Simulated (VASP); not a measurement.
A run of VASP 6.6.1:

INCAR

```
  PREC = Accurate
  ENCUT = 520
  EDIFF = 1E-6
  ISMEAR = 0
  SIGMA = 0.1
  LREAL = F
  LASPH = T
  NELM = 80
  ALGO = Normal
  ISIF = 2
  LWAVE = F
  LCHARG = F
  LDIPOL = T
  IDIPOL = 3
  DIPOL = 0.5 0.5 0.342
  GGA = PE
  NBANDS = 34
```

File KPOINTS:

```
Automatic mesh
0
Gamma
  9 6 1
```

The input POSCAR:

```
Nb4H
1.0
    2.9829001615      0.0000000000      0.0000000000
    0.0000000000      4.2184578637      0.0000000000
    0.0000000000      0.0000000000     19.8127690725
Nb H
4 1
Direct
    0.5000000000      0.5000000000      0.2018900026
    0.0000000000      0.0000000000      0.2771672178
    0.5000000000      0.5000000000      0.3569599732
    0.0000000000      0.0000000000      0.4195662425
    0.5000000000      0.5000000000      0.4546934712
```

Potentials or basis: VASP PAW PBE potentials, release 64 (Nb_sv, H).

Command:

```console
$ cat potpaw_PBE.64/Nb_sv/POTCAR potpaw_PBE.64/H/POTCAR > POTCAR
$ mpirun -np 1 vasp_std > vasp.out
```

Hardware: 1 thread of Intel(R) Xeon(R) 6975P-C (Granite Rapids) (shared host).

How long does it take, and how much memory?

It took 2.3 min on 1 thread of Intel(R) Xeon(R) 6975P-C (Granite Rapids), with other jobs on the host, peak memory 0.39 GiB. Counts: scf iterations 27, k points 20.
